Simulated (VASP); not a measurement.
# Eu (Im-3m) in VASP: single point with PBE+U

Aim: the single point of Eu with PBE+U.

Everything below comes from runs of VASP 6.6.1. Logs are shortened: lines on timing, memory, paths and dates and some standing lists are left out, and cuts for length are marked.

## 1. The cell of the first run

Symmetry: Im-3m, No. 229, cubic system. The conventional cell has a = 4.610 Å, b = 4.610 Å, c = 4.610 Å, α = 90.00°, β = 90.00°, γ = 90.00°. Eu (site symmetry m-3m) has 14 Eu at 3.99 to 4.61 Å within 5.2 Å.

## 2. Single point, PBE+U, collinear spin, ferromagnetic start

File INCAR:

```
SYSTEM = Eu
PREC = Accurate
ENCUT = 520
EDIFF = 1E-7
ISMEAR = 0
SIGMA = 0.05
LREAL = .False.
LASPH = .True.
NELM = 150
ALGO = Normal
ISIF = 2
LWAVE = .False.
LCHARG = .False.
ISPIN = 2
MAGMOM = 7
LORBIT = 11
LMAXMIX = 6
LDAU = .True.
LDAUTYPE = 2
LDAUL = 3
LDAUU = 6
LDAUJ = 0
LDAUPRINT = 1
GGA = PE
NBANDS = 18
```

File KPOINTS:

```
Automatic mesh
0
Gamma
  10 10 10
  0 0 0
```

File POSCAR:

```
Eu
1.0
   -2.3050001490      2.3050001490      2.3050001490
    2.3050001490     -2.3050001490      2.3050001490
    2.3050001490      2.3050001490     -2.3050001490
Eu
1
Direct
    0.0000000000      0.0000000000      0.0000000000
```

Potentials or basis: VASP PAW PBE potentials, release 64 (Eu).

Command:

```bash
> cat potpaw_PBE.64/Eu/POTCAR > POTCAR
> mpirun -np 1 vasp_std > vasp.out
```

OUTCAR:

```text
SYSTEM = Eu
   PREC = Accurate
   ENCUT = 520
   EDIFF = 1E-7
   ISMEAR = 0
   LREAL = .False.
   LASPH = .True.
   NELM = 150
   ISIF = 2
   ISPIN = 2
   LORBIT = 11
   GGA = PE

 ion  position               nearest neighbor table
   1  0.000  0.000  0.000-

  LATTYP: Found a body centered cubic cell.
 ALAT       =     4.6100002980

  Lattice vectors:

 A1 = (  -2.3050001490,   2.3050001490,   2.3050001490)
 A2 = (   2.3050001490,  -2.3050001490,   2.3050001490)
 A3 = (   2.3050001490,   2.3050001490,  -2.3050001490)

Analysis of symmetry for initial positions (statically):
=====================================================================
 Subroutine PRICEL returns:
 Original cell was already a primitive cell.

 Routine SETGRP: Setting up the symmetry group for a
 body centered cubic supercell.

 Subroutine GETGRP returns: Found 48 space group operations
 (whereof 48 operations were pure point group operations)
 out of a pool of 48 trial point group operations.

The static configuration has the point symmetry O_h .

Analysis of symmetry for dynamics (positions and initial velocities):
=====================================================================
 Subroutine PRICEL returns:
 Original cell was already a primitive cell.

 Routine SETGRP: Setting up the symmetry group for a
 body centered cubic supercell.

 Subroutine GETGRP returns: Found 48 space group operations
 (whereof 48 operations were pure point group operations)
 out of a pool of 48 trial point group operations.

The dynamic configuration has the point symmetry O_h .

Analysis of structural, dynamic, and magnetic symmetry:
=====================================================================
 Subroutine PRICEL returns:
 Original cell was already a primitive cell.

 Routine SETGRP: Setting up the symmetry group for a
 body centered cubic supercell.
[... 178 lines left out ...]
  o =  0.0001  v =  0.0000  0.0000  0.0000  0.0000  0.0000  0.0000  0.0000  0.0000  1.0000  0.0000 -0.0000 -0.0000 -0.0000  0.0000      0.0000  0.0000  0.0000  0.0000  0.0000  0.0000  0.0000  0.0000  0.0000  0.0000  0.0000  0.0000  0.0000  0.0000
  o =  0.9761  v =  0.0003  0.0000 -0.0004  0.0000 -0.0373  0.9989 -0.0289  0.0000  0.0000  0.0000  0.0000  0.0000  0.0000  0.0000      0.0000  0.0000  0.0000  0.0000  0.0000  0.0000  0.0000  0.0000  0.0000  0.0000  0.0000  0.0000  0.0000  0.0000
  o =  0.9761  v = -0.0001  0.0000  0.0001 -0.0000 -0.7897 -0.0472 -0.6117  0.0000  0.0000  0.0000  0.0000  0.0000  0.0000  0.0000      0.0000  0.0000  0.0000  0.0000  0.0000  0.0000  0.0000  0.0000  0.0000  0.0000  0.0000  0.0000  0.0000  0.0000
  o =  0.9761  v = -0.6124  0.0000  0.7906  0.0000  0.0001  0.0005  0.0001  0.0000  0.0000  0.0000  0.0000  0.0000  0.0000  0.0000      0.0000  0.0000  0.0000  0.0000  0.0000  0.0000  0.0000  0.0000  0.0000  0.0000  0.0000  0.0000  0.0000  0.0000
  o =  0.9774  v =  0.0000  1.0000  0.0000  0.0000 -0.0000 -0.0000  0.0000  0.0000  0.0000  0.0000  0.0000  0.0000  0.0000  0.0000      0.0000  0.0000  0.0000  0.0000  0.0000  0.0000  0.0000  0.0000  0.0000  0.0000  0.0000  0.0000  0.0000  0.0000
  o =  0.9778  v =  0.0001 -0.0000  0.0001  0.9927  0.0737 -0.0000 -0.0951  0.0000  0.0000  0.0000  0.0000  0.0000  0.0000  0.0000      0.0000  0.0000  0.0000  0.0000  0.0000  0.0000  0.0000  0.0000  0.0000  0.0000  0.0000  0.0000  0.0000  0.0000
  o =  0.9778  v = -0.0001 -0.0000 -0.0001  0.1203 -0.6079 -0.0000  0.7848  0.0000  0.0000  0.0000  0.0000  0.0000  0.0000  0.0000      0.0000  0.0000  0.0000  0.0000  0.0000  0.0000  0.0000  0.0000  0.0000  0.0000  0.0000  0.0000  0.0000  0.0000
  o =  0.9778  v =  0.7906 -0.0000  0.6124 -0.0001 -0.0001 -0.0000  0.0001  0.0000  0.0000  0.0000  0.0000  0.0000  0.0000  0.0000      0.0000  0.0000  0.0000  0.0000  0.0000  0.0000  0.0000  0.0000  0.0000  0.0000  0.0000  0.0000  0.0000  0.0000

 number of electron      17.0000007 magnetization       7.3418442

 Free energy of the ion-electron system (eV)
  ---------------------------------------------------
  ext. energy  EPLUGINS =         0.00000000
  ---------------------------------------------------
  free energy    TOTEN  =       -10.76228295 eV

  energy without entropy =      -10.76082109  energy(sigma->0) =      -10.76155202

 E-fermi :   1.6395     XC(G=0):  -8.1796

 val. band max:        1.6227502672   @ k =  -0.4000   0.4000   0.4000
 cond. band min:       1.6432201267   @ k =   0.5000   0.5000   0.4000
 fundamental gap:      0.0204698596
 Fermi energy:         1.6394717107

 spin component 1

 k-point     1 :       0.0000    0.0000    0.0000
  band No.  band energies     occupation
      1     -39.4660      1.00000
      2     -18.2619      1.00000
      3     -18.2619      1.00000
      4     -18.2619      1.00000
      5      -2.4805      1.00000
      6      -0.4834      1.00000
[... 1001 lines left out ...]
     17      10.2295      0.00000
     18      11.0683      0.00000

 [... further k-points ...]

------------------------ aborting loop because EDIFF is reached ----------------------------------------

  FORCE on cell =-STRESS in cart. coord.  units (eV):
  Direction    XX          YY          ZZ          XY          YZ          ZX
  --------------------------------------------------------------------------------------
  -------------------------------------------------------------------------------------
  Total       -0.0561163     -0.0561163     -0.0561163      0.0000000      0.0000000     -0.0000000
  in kB       -1.8353835     -1.8353835     -1.8353835      0.0000000      0.0000000     -0.0000000
  external PRESSURE =      -1.8353835 kB  Pullay stress =       0.0000000 kB

 VOLUME and BASIS-vectors are now :
 -----------------------------------------------------------------------------
  energy-cutoff  :      520.00
  volume of cell :       48.99
      direct lattice vectors                 reciprocal lattice vectors
    -2.305000149  2.305000149  2.305000149     0.000000000  0.216919726  0.216919726
     2.305000149 -2.305000149  2.305000149     0.216919726  0.000000000  0.216919726
     2.305000149  2.305000149 -2.305000149     0.216919726  0.216919726  0.000000000

 POSITION                                       TOTAL-FORCE (eV/Angst)
 -----------------------------------------------------------------------------------
      0.00000      0.00000      0.00000         0.000000      0.000000     -0.000000
 -----------------------------------------------------------------------------------
    total drift:                               -0.000000     -0.000000      0.000000

  FREE ENERGIE OF THE ION-ELECTRON SYSTEM (eV)
  ---------------------------------------------------
  free  energy   TOTEN  =       -10.7622829537 eV

  energy  without entropy=      -10.7608210915  energy(sigma->0) =      -10.76155202

 total charge

# of ion       s       p       d       f       tot
--------------------------------------------------
    1        2.078   5.742   0.194   6.833  14.847

 magnetization (x)

# of ion       s       p       d       f       tot
--------------------------------------------------
    1       -0.006  -0.105   0.087   6.832   6.808
```

OSZICAR:

```text
N       E                     dE             d eps       ncg     rms          rms(c)
DAV:   1     0.120062447618E+03    0.12006E+03   -0.65587E+03  4090   0.400E+03
DAV:   2     0.147237320489E+02   -0.10534E+03   -0.93411E+02  4388   0.284E+02
[... 11 lines left out ...]
DAV:  14    -0.107622780660E+02   -0.83690E-05   -0.26890E-05  5940   0.564E-02    0.176E-01
DAV:  15    -0.107622804686E+02   -0.24025E-05   -0.48066E-06  5546   0.168E-02    0.375E-02
DAV:  16    -0.107622820550E+02   -0.15864E-05   -0.63104E-07  5076   0.622E-03    0.310E-02
DAV:  17    -0.107622828960E+02   -0.84099E-06   -0.68633E-07  5136   0.905E-03    0.806E-03
DAV:  18    -0.107622830241E+02   -0.12810E-06   -0.30071E-07  4602   0.748E-03    0.473E-03
DAV:  19    -0.107622829537E+02    0.70323E-07   -0.41903E-08  3156   0.218E-03
   1 F= -.10762283E+02 E0= -.10761552E+02  d E =-.146186E-02  mag=     7.3419
```

Wall time 87 s (1 thread of Intel Xeon Platinum 8488C (Sapphire Rapids), shared host); peak memory 0.24 GiB.

Results:

* Free energy: -10.7623 eV
* Pressure: -0.2 GPa
* Net moment: 7.34 μB per cell
* Site moments: Eu +6.81 μB
* Valence electrons inside the program's atomic spheres: Eu 14.85

Levels at points of the mesh, in eV from the Fermi level:
Spin up:
| k point | band 9 | band 10 | band 11 | band 12 | band 13 | band 14 | band 15 | band 16 |
| --- | --- | --- | --- | --- | --- | --- | --- | --- |
| (0.00, 0.00, 0.00) | -2.02 | -2.02 | -2.02 | -1.98 | 1.88 | 1.88 | 1.88 | 3.33 |
| (0.50, 0.00, 0.00) | -2.03 | -2.02 | -2.01 | -1.50 | 0.44 | 0.64 | 3.20 | 3.88 |
| (0.50, 0.50, 0.50) | -2.00 | -2.00 | -2.00 | -0.79 | -0.79 | 4.24 | 4.24 | 4.24 |
Spin down:
```
           k point  band 1  band 2  band 3  band 4  band 5  band 6  band 7  band 8  band 9  band 10
(0.00, 0.00, 0.00)  -37.91  -17.55  -17.55  -17.55   -3.53    2.74    2.74    2.74    4.40     4.40
(0.50, 0.00, 0.00)  -37.89  -17.93  -17.67  -17.55   -0.87    1.11    1.38    4.22    5.04     6.20
(0.50, 0.50, 0.50)  -37.87  -17.81  -17.81  -17.81   -0.09   -0.09    4.66    4.66    4.66     6.06
```

Eigenvalues of the final occupation matrices:
```tsv
site	spin	trace	eigenvalues
site 1 f	1	6.84	0.98 0.98 0.98 0.98 0.98 0.98 0.98
site 1 f	2	0.00	0.00 0.00 0.00 0.00 0.00 0.00 0.00
```

Caveat: spin-orbit coupling is left out, which moves the levels of the heavy elements. The state reached can hang on the start; a lower one may exist.
